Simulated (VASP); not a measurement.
# ZrN (I4/mmm) in VASP: notebook

The runs below take ZrN through single point, with PBEsol.

Everything below comes from runs of VASP 6.6.1. Logs are shortened: lines on timing, memory, paths and dates and some standing lists are left out, and cuts for length are marked.

## (1) The cell of the first run

Symmetry: I4/mmm, No. 139, tetragonal system. The conventional cell has a = 3.230 Å, b = 3.230 Å, c = 4.614 Å, α = 90.00°, β = 90.00°, γ = 90.00°. Within 3.0 Å of Zr (site symmetry 4/mmm) lie 6 N at 2.28 to 2.31 Å. Within 3.0 Å of N (site symmetry 4/mmm) lie 6 Zr at 2.28 to 2.31 Å.

## (2) Single point, PBEsol (zz strain of +1 %)

INCAR reads:

```
  ALGO = Normal
  EDIFF = 1E-6
  ENCUT = 600
  GGA = PS
  GGA_COMPAT = False
  ISIF = 2
  ISMEAR = -1
  LASPH = True
  LCHARG = True
  LELF = True
  LREAL = False
  LVHAR = True
  LWAVE = False
  NBANDS = 16
  NELM = 120
  PREC = Accurate
  SIGMA = 0.01
```

KPOINTS reads:

```
k-points
0
Gamma
  9 9 9
```

POSCAR reads:

```
ZrN
1.0
    0.0000000000      2.2842300000      2.3070723000
    2.2842300000      0.0000000000      2.3070723000
    2.2842300000      2.2842300000      0.0000000000
Zr N
1 1
Direct
    0.0000000000      0.0000000000      0.0000000000
    0.5000000000      0.5000000000      0.5000000000
```

Potentials or basis: VASP PAW PBE potentials, release 64 (Zr_sv, N).

Run with:

```sh
> cat potpaw_PBE.64/Zr_sv/POTCAR potpaw_PBE.64/N/POTCAR > POTCAR
> mpirun -np 1 vasp_std > vasp.out
```

OUTCAR:

```text
EDIFF = 1E-6
   ENCUT = 600
   GGA = PS
   ISIF = 2
   ISMEAR = -1
   LASPH = True
   LREAL = False
   NELM = 120
   PREC = Accurate

 ion  position               nearest neighbor table
   1  0.000  0.000  0.000-   2 2.28   2 2.28   2 2.28   2 2.28   2 2.31   2 2.31
   2  0.500  0.500  0.500-   1 2.28   1 2.28   1 2.28   1 2.28   1 2.31   1 2.31

  LATTYP: Found a body centered tetragonal cell.
 ALAT       =     3.2303890456
 C/A-ratio  =     1.4283556980

  Lattice vectors:

 A1 = (  -2.2842300000,   0.0000000000,   2.3070723000)
 A2 = (   2.2842300000,   0.0000000000,   2.3070723000)
 A3 = (   0.0000000000,   2.2842300000,  -2.3070723000)

Analysis of symmetry for initial positions (statically):
=====================================================================
 Subroutine PRICEL returns:
 Original cell was already a primitive cell.

 Routine SETGRP: Setting up the symmetry group for a
 body centered tetragonal supercell.

 Subroutine GETGRP returns: Found 16 space group operations
 (whereof 16 operations were pure point group operations)
 out of a pool of 16 trial point group operations.

The static configuration has the point symmetry D_4h.

Analysis of symmetry for dynamics (positions and initial velocities):
=====================================================================
 Subroutine PRICEL returns:
 Original cell was already a primitive cell.

 Routine SETGRP: Setting up the symmetry group for a
 body centered tetragonal supercell.

 Subroutine GETGRP returns: Found 16 space group operations
 (whereof 16 operations were pure point group operations)
 out of a pool of 16 trial point group operations.

The dynamic configuration has the point symmetry D_4h.

 Subroutine INISYM returns: Found 16 space group operations
 (whereof 16 operations are pure point group operations),
 and found     1 'primitive' translations

----------------------------------------------------------------------------------------

                                     Primitive cell

  volume of cell :      24.0753

  direct lattice vectors                    reciprocal lattice vectors
     0.000000000  2.284230000  2.307072300    -0.218892143  0.218892143  0.216724894
     2.284230000  0.000000000  2.307072300     0.218892143 -0.218892143  0.216724894
     2.284230000  2.284230000  0.000000000     0.218892143  0.218892143 -0.216724894

  length of vectors
     3.246581170  3.246581170  3.230389046     0.377885195  0.377885195  0.377885195

  position of ions in fractional coordinates (direct lattice)
     0.000000000  0.000000000  0.000000000
     0.500000000  0.500000000  0.500000000

  ion indices of the primitive-cell ions
   primitive index   ion index
                 1           1
                 2           2

----------------------------------------------------------------------------------------

 KPOINTS: k-points

Automatic generation of k-mesh.
 Grid dimensions read from file:
 generate k-points for:    9    9    9

 Generating k-lattice:

  Cartesian coordinates                     Fractional coordinates (reciprocal lattice)
    -0.024321349  0.024321349  0.024080544     0.111111111  0.000000000  0.000000000
     0.024321349 -0.024321349  0.024080544     0.000000000  0.111111111  0.000000000
     0.024321349  0.024321349 -0.024080544     0.000000000  0.000000000  0.111111111

  Length of vectors
     0.041987244  0.041987244  0.041987244

  Shift w.r.t. Gamma in fractional coordinates (k-lattice)
     0.000000000  0.000000000  0.000000000

 Subroutine IBZKPT returns following result:
 ===========================================

 Found     75 irreducible k-points:

 Following reciprocal coordinates:
            Coordinates               Weight
  0.000000  0.000000  0.000000      1.000000
  0.111111  0.000000  0.000000      8.000000
  0.222222  0.000000  0.000000      8.000000
  0.333333 -0.000000  0.000000      8.000000
  0.444444  0.000000  0.000000      8.000000
  0.111111  0.111111  0.000000      2.000000
[... 16 lines left out ...]
 -0.333333  0.333333  0.000000      4.000000
  0.444444  0.444444  0.000000      2.000000
 [... further k-points ...]
   k-points           NKPTS =     75   k-points in BZ     NKDIM =     75   number of bands    NBANDS=     16
   number of dos      NEDOS =    301   number of ions     NIONS =      2
   total plane-waves  NPLWV =  21952
   dimension x,y,z NGX =    28 NGY =   28 NGZ =   28
   dimension x,y,z NGXF=    56 NGYF=   56 NGZF=   56
   ions per type =               1   1
   NGX,Y,Z   is equivalent  to a cutoff of  14.34, 14.34, 14.41 a.u.
   NGXF,Y,Z  is equivalent  to a cutoff of  28.68, 28.68, 28.82 a.u.
 SYSTEM =  unknown system
   PREC   = accura    normal or accurate (medium, high low for compatibility)
   ISTART =      0    job   : 0-new  1-cont  2-samecut
   ICHARG =      2    charge: 1-file 2-atom 10-const
   ISPIN  =      1    spin polarized calculation?
   LNONCOLLINEAR =      F non collinear calculations
   LSORBIT =      F    spin-orbit coupling
   LASPH  =      T    aspherical Exc in radial PAW
   ENCUT  =  600.0 eV  44.10 Ry    6.64 a.u.   6.48  6.48  6.45*2*pi/ulx,y,z
   NELM   =    120;   NELMIN=  2; NELMDL= -5     # of ELM steps
   EDIFF  = 0.1E-05   stopping-criterion for ELM
   LREAL  =      F    real-space projection
   EDIFFG = 0.1E-04   stopping-criterion for IOM
   NSW    =      0    number of steps for IOM
   IBRION =     -1    ionic relax: 0-MD 1-quasi-New 2-CG
   NFREE  =      0    steps in history (QN), initial steepest desc. (CG)
   ISIF   =      2    stress and relaxation
   ISYM   =      2    0-nonsym 1-usesym 2-fastsym
   POTIM  = 0.5000    time-step for ionic-motion
   TEBEG  =    0.0;   TEEND  =   0.0 temperature during run
   PSTRESS=    0.0 pullay stress
   NELECT =      17.0000    total number of electrons
   NUPDOWN=      -1.0000    fix difference up-down
   EMIN   =  10.00;   EMAX   =-10.00  energy-range for DOS
   EFERMI =   0.00;   METHOD = LEGACY
   ISMEAR =    -1;   SIGMA  =   0.01  broadening in eV -4-tet -1-fermi 0-gaus
   EFERMI_NEDOS =   21; number of points for ismear=-14 and -15
   IALGO  =     38    algorithm
   IMIX   =      4    mixing-type and parameters
     AMIX     =   0.40;   BMIX     =  1.00
     AMIX_MAG =   1.60;   BMIX_MAG =  1.00
  volume/ion in A,a.u.               =      12.04        81.23
  Fermi-wavevector in a.u.,A,eV,Ry     =   1.457810  2.754861 28.915228  2.125209
  Thomas-Fermi vector in A             =   2.574568
   LORBIT       =      0    0 simple, 1 ext, 2 COOP (PROOUT), +10 PAW based schemes
   GGA     = PS    functional components
   LHFCALC =     F    Hartree Fock is set to
   AEXX    =    0.0000 exact exchange contribution
   IVDW    =     0    specifies the selected vdW correction
   LEPSILON=     F    determine dielectric tensor
   LRPA    =     F    only Hartree local field effects (RPA)
 non-spin polarized calculation
  energy-cutoff  :      600.00
  volume of cell :       24.08
 maximum number of plane-waves:       837
 NGX is ok and might be reduce to    28
   NGX = 13   NGY = 13   NGZ = 13

 number of electron      17.0000000 magnetization

 Free energy of the ion-electron system (eV)
  ---------------------------------------------------
  ext. energy  EPLUGINS =         0.00000000
  ---------------------------------------------------
  free energy    TOTEN  =       -21.54922860 eV

  energy without entropy =      -21.54880939  energy(sigma->0) =      -21.54901899

 E-fermi :  11.7959     XC(G=0): -12.6843

 val. band max:       11.7936507972   @ k =   0.1111   0.0000   0.0000
 cond. band min:      11.8238353036   @ k =  -0.2222   0.2222   0.1111
 fundamental gap:      0.0301845064
 Fermi energy:        11.7958516872

 k-point     1 :       0.0000    0.0000    0.0000
  band No.  band energies     occupation
      1     -37.6171      2.00000
      2     -15.2680      2.00000
      3     -15.2646      2.00000
      4     -15.2646      2.00000
      5      -4.3817      2.00000
      6       9.1593      2.00000
[... 8 lines left out ...]
     15      20.9441      0.00000
     16      34.2976      0.00000

 k-point     2 :       0.1111    0.0000    0.0000
  band No.  band energies     occupation
      1     -37.6005      2.00000
      2     -15.4196      2.00000
      3     -15.2792      2.00000
      4     -15.2750      2.00000
      5      -4.1310      2.00000
      6       8.2378      2.00000
[... 8 lines left out ...]
     15      21.7623      0.00000
     16      31.9992      0.00000

 k-point     3 :       0.2222    0.0000    0.0000
  band No.  band energies     occupation
      1     -37.5580      2.00000
      2     -15.7883      2.00000
      3     -15.3103      2.00000
      4     -15.3011      2.00000
      5      -3.4945      2.00000
      6       6.5930      2.00000
[... 8 lines left out ...]
     15      23.5305      0.00000
     16      29.4861      0.00000

 k-point     4 :       0.3333   -0.0000    0.0000
  band No.  band energies     occupation
      1     -37.5092      2.00000
      2     -16.1773      2.00000
      3     -15.3453      2.00000
      4     -15.3305      2.00000
      5      -2.7421      2.00000
      6       5.1366      2.00000
[... 8 lines left out ...]
     15      24.2757      0.00000
     16      26.5664      0.00000
[... 324 lines left out ...]
 k-point    22 :      -0.4444    0.3333    0.0000
  band No.  band energies     occupation
      1     -37.4356      2.00000
      2     -16.1115      2.00000
      3     -15.8094      2.00000
      4     -15.5336      2.00000
      5      -3.3061      2.00000
      6       6.4215      2.00000
[... 8 lines left out ...]
     15      22.5758      0.00000
     16      25.5711      0.00000

 k-point    23 :      -0.3333    0.3333    0.0000
  band No.  band energies     occupation
      1     -37.4391      2.00000
      2     -16.0470      2.00000
      3     -15.9385      2.00000
      4     -15.4656      2.00000
      5      -2.9532      2.00000
      6       5.6537      2.00000
[... 8 lines left out ...]
     15      22.9215      0.00000
     16      23.3150      0.00000

 k-point    24 :       0.4444    0.4444    0.0000
  band No.  band energies     occupation
      1     -37.4362      2.00000
      2     -16.1868      2.00000
      3     -15.6072      2.00000
      4     -15.6072      2.00000
      5      -3.7897      2.00000
      6       7.0139      2.00000
[... 8 lines left out ...]
     15      22.2119      0.00000
     16      27.4104      0.00000

 [... further k-points ...]
[... 5 lines left out ...]
  --------------------------------------------------------------------------------------
  -------------------------------------------------------------------------------------
  Total       -0.6167929     -0.6167929     -1.0318968      0.0000000     -0.0000000     -0.0000000
  in kB      -41.0467816    -41.0467816    -68.6714108      0.0000000     -0.0000000     -0.0000000
  external PRESSURE =     -50.2549913 kB  Pullay stress =       0.0000000 kB

 VOLUME and BASIS-vectors are now :
 -----------------------------------------------------------------------------
  energy-cutoff  :      600.00
  volume of cell :       24.08
      direct lattice vectors                 reciprocal lattice vectors
     0.000000000  2.284230000  2.307072300    -0.218892143  0.218892143  0.216724894
     2.284230000  0.000000000  2.307072300     0.218892143 -0.218892143  0.216724894
     2.284230000  2.284230000  0.000000000     0.218892143  0.218892143 -0.216724894

 POSITION                                       TOTAL-FORCE (eV/Angst)
 -----------------------------------------------------------------------------------
      0.00000      0.00000      0.00000        -0.000000      0.000000      0.000000
      2.28423      2.28423      2.30707         0.000000     -0.000000      0.000000
 -----------------------------------------------------------------------------------
    total drift:                                0.000000      0.000000      0.000000

  FREE ENERGIE OF THE ION-ELECTRON SYSTEM (eV)
  ---------------------------------------------------
  free  energy   TOTEN  =       -21.5492285990 eV

  energy  without entropy=      -21.5488093882  energy(sigma->0) =      -21.54901899
```

Wall time 16 s (1 thread of Intel Xeon 6975P-C (Granite Rapids), shared host); peak memory 0.17 GiB.

Results:

```
Free energy            : -21.5492 eV
Pressure               : -5.0 GPa
Band gap on the k mesh : zero (an odd number of electrons rules out a gap without spin polarisation)
```

Levels at points of the mesh, in eV from the Fermi level:
```csv
k point,band 7,band 8,band 9,band 10,band 11,band 12
"(0.00, 0.00, 0.00)",-2.59,-2.59,-0.45,-0.35,-0.35,1.52
```

Caveat: the cell differs from its parent crystal (zz strain of +1 %); the cell stands under tension; the PAW data sets were made with another functional, which shifts forces and pressure a little.

(Continued in part 2 of 2.)
